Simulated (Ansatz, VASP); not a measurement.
**Two plane-wave programs on CaO3**

```
Ca O
1.0
     4.47401    0.00000    0.00000
    -2.23700    3.87460    0.00000
     0.00000    0.00000    6.19254
Ca O
1 3
Cartesian
  0.0000 0.0000 0.0000
  2.2370 0.0000 0.0000
  -1.1185 1.9373 0.0000
  1.1185 1.9373 0.0000
```

Alike in both runs: functional PBE; k mesh 12 × 12 × 8; occupations gaussian, width 0.1 eV; no spin polarisation.

Ansatz relaxed the structure, and its values are those at the end. VASP's run is a single point on that final structure, the one shown.

|  | VASP | Ansatz |
| --- | --- | --- |
| version | VASP 6.6.1 | Ansatz 0.2.0 |
| potentials or method | VASP PAW PBE potentials, release 64 (Ca_sv, O), cutoff 520 eV | scalar-relativistic, plane waves, PAW |
| valence electrons in the cell | 28 | 28 |

VASP gave:

```
gap on the k mesh at the Fermi level (eV) : none
pressure (GPa)                            : 0.2
```

Estimate Ansatz's values.

gap on the k mesh at the Fermi level (eV): none; pressure (GPa): 0.0.

A gap of «none» marks a metal or a gap that the smearing closes. The functional is the same, so the differences come from potentials, cutoffs and numerics. Ansatz's warnings: xc potential rough in thin density.
